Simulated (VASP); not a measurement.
PbS, 2 atoms in the cell. It takes space group Imm2 (No. 44, orthorhombic). Conventional cell: a = 4.193 Å, b = 5.930 Å, c = 4.193 Å, α = 90.00°, β = 90.00°, γ = 90.00°. Pb (site symmetry mm2) has 6 S at 2.90 to 3.03 Å within 3.8 Å. S (site symmetry mm2) has 6 Pb at 2.90 to 3.03 Å within 3.8 Å.  This cell differs from its parent crystal: all Pb atoms moved +0.087 Å, as atom 1 along Cartesian [1 1 0].

```yaml
Program: VASP 6.6.1
Task: single point
Functional: PBE
Potentials_or_basis: VASP PAW PBE potentials, release 64 (Pb_d, S)
Cutoff: 520 eV
k_mesh: 10 × 10 × 10
Occupations: gaussian, width 0.03 eV
Spin: no spin polarisation
Dipole_correction: no
Further_INCAR_settings: ALGO = Normal; EDIFF = 1e-07; NBANDS = 17
```

Potentials or basis: VASP PAW PBE potentials, release 64 (Pb_d, S).

Run with:

```sh
$ cat potpaw_PBE.64/Pb_d/POTCAR potpaw_PBE.64/S/POTCAR > POTCAR
$ mpirun -np 1 vasp_std > vasp.out
```

Hardware: 1 thread of Intel Xeon 8259CL (shared host).

How long does it take, and how much memory?

Wall time 2.5 min on 1 thread of Intel Xeon 8259CL (shared host), peak memory 0.28 GiB. Counts: scf iterations 13, k points 171.
